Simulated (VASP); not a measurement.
**H4CO: single point with PBE+D3(BJ)**

The system is H4CO.

```
CELL_PARAMETERS angstrom
4.53824 0.00000 0.00000
0.00000 4.96729 0.00000
0.00000 0.00000 8.91323
ATOMIC_POSITIONS crystal
H 0.57995 0.23844 0.48079
H 0.92005 0.76156 0.98079
H 0.42005 0.73844 0.01921
H 0.07995 0.26156 0.51921
H 0.94551 0.91471 0.28750
H 0.55449 0.08529 0.78750
H 0.05449 0.41471 0.21250
H 0.44551 0.58529 0.71250
H 0.74084 0.78311 0.44220
H 0.75916 0.21689 0.94220
H 0.25916 0.28311 0.05780
H 0.24084 0.71689 0.55780
H 0.55347 0.92673 0.28452
H 0.94653 0.07327 0.78452
H 0.44653 0.42673 0.21548
H 0.05347 0.57327 0.71548
C 0.74885 0.94370 0.35721
C 0.75115 0.05630 0.85721
C 0.25115 0.44370 0.14279
C 0.24885 0.55630 0.64279
O 0.76690 0.20516 0.42424
O 0.73310 0.79484 0.92424
O 0.23310 0.70516 0.07576
O 0.26690 0.29484 0.57576
```

```json
{"Program": "VASP 6.6.1", "Task": "single point", "Functional": "PBE", "Dispersion": "D3(BJ)", "Potentials or basis": "VASP PAW PBE potentials, release 64 (H, C, O)", "Cutoff": "520 eV", "k mesh": "4 × 4 × 2", "Occupations": "gaussian, width 0.1 eV", "Spin": "no spin polarisation", "Dipole correction": "no", "Further INCAR settings": "LREAL = Auto; ALGO = Normal; EDIFF = 1e-06; NBANDS = 46"}
```

* Pressure: 0.0 GPa
* Largest force: 0.150 eV/Å
* Band gap on the k mesh: 5.60 eV (least direct gap 5.66 eV)
* Dispersion energy per atom: -0.045 eV

Forces on the atoms (eV/Å):
```
H   -0.117  0.047  0.077
H    0.117 -0.047  0.077
H    0.117  0.047 -0.077
H   -0.117 -0.047 -0.077
H    0.004 -0.002 -0.008
H   -0.004  0.002 -0.008
H   -0.004 -0.002  0.008
H    0.004  0.002  0.008
H    0.002 -0.004  0.008
H   -0.002  0.004  0.008
H   -0.002 -0.004 -0.008
H    0.002  0.004 -0.008
H    0.002  0.005  0.006
H   -0.002 -0.005  0.006
H   -0.002  0.005 -0.006
H    0.002 -0.005 -0.006
C    0.001 -0.117 -0.075
C   -0.001  0.117 -0.075
C   -0.001 -0.117  0.075
C    0.001  0.117  0.075
O    0.105  0.102  0.032
O   -0.105 -0.102  0.032
O   -0.105  0.102 -0.032
O    0.105 -0.102 -0.032
```

Stress tensor (GPa, compression positive):
```
-0.32  0.00  0.00
 0.00  0.32  0.00
 0.00  0.00 -0.03
```

Levels at points of the mesh, in eV from the valence-band top:
```csv
k point,band 26,band 27,band 28,band 29,band 30,band 31
"(0.00, 0.00, 0.00)",-0.41,-0.13,-0.10,5.85,6.09,7.08
"(0.50, 0.00, 0.00)",-0.52,-0.10,-0.10,7.25,7.25,8.11
"(0.00, 0.50, 0.00)",-0.45,-0.10,-0.10,5.60,5.60,7.12
"(0.50, 0.50, 0.00)",-0.27,-0.07,-0.07,7.18,7.18,7.19
"(0.00, 0.00, 0.50)",-0.61,-0.13,-0.13,6.01,6.01,7.17
"(0.50, 0.00, 0.50)",-0.46,-0.13,-0.13,7.65,7.65,7.66
"(0.00, 0.50, 0.50)",-0.42,-0.13,-0.13,5.99,5.99,6.40
"(0.50, 0.50, 0.50)",-0.17,-0.17,-0.17,7.22,7.22,7.22
```

Wall time 7.3 min on 1 thread of Oxide Virtual Turin-like Processor (shared host), peak memory 0.31 GiB.

A k mesh can miss the band edges. As with any semilocal functional, this PBE gap is likely too small.
